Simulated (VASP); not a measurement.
A run of VASP 6.6.1 is set up as follows.

Contents of INCAR:

```
ALGO     = Normal         # electronic algorithm
EDIFF    = 1E-6           # SCF threshold, eV
EDIFFG   = -0.02          # ionic threshold
ENCUT    = 520            # plane-wave cutoff, eV
GGA      = PE             # functional
IBRION   = 2              # ionic algorithm
ISIF     = 2              # what is computed and relaxed
ISMEAR   = -1             # smearing method
KPAR     = 4            
LASPH    = T              # aspherical terms in the spheres
LCHARG   = F              # write CHGCAR
LREAL    = F              # projectors in reciprocal space
LWAVE    = F              # write WAVECAR
NELM     = 80             # most SCF steps
NSW      = 80             # ionic steps
PREC     = Accurate       # precision mode
SIGMA    = 0.02           # smearing width, eV
```

Contents of KPOINTS:

```
k-points
0
Gamma
  13 13 7
```

The input POSCAR:

```
ZnS
1.0
    3.8227000000      0.0000000000      0.0000000000
   -1.9113500000      3.3105553110      0.0000000000
    0.0000000000      0.0000000000      6.3859140000
Zn S
2 2
Direct
    0.3333333333      0.6666666667      0.0000000000
    0.6666666667      0.3333333333      0.5000000000
    0.3333333333      0.6666666667      0.3748000000
    0.6666666667      0.3333333333      0.8748000000
```

Potentials or basis: VASP PAW PBE potentials, release 64 (Zn, S).

Command:

```sh
$ cat potpaw_PBE.64/Zn/POTCAR potpaw_PBE.64/S/POTCAR > POTCAR
$ mpirun -np 4 vasp_std > vasp.out
```

**Question.** What does it give for the energy gained by relaxing?

**Answer.** 0.6 meV/atom.

**Question.** Predict the band gap on the k mesh.

**Answer.** 2.02 eV.

Final structure:
```
CELL_PARAMETERS angstrom
3.82270 0.00000 0.00000
-1.91135 3.31056 0.00000
0.00000 0.00000 6.38591
ATOMIC_POSITIONS crystal
Zn 0.33333 0.66667 0.00171
Zn 0.66667 0.33333 0.50171
S 0.33333 0.66667 0.37309
S 0.66667 0.33333 0.87309
```

Caveat: the cell differs from its parent crystal (z stretched by +2 %). A k mesh can miss the band edges.
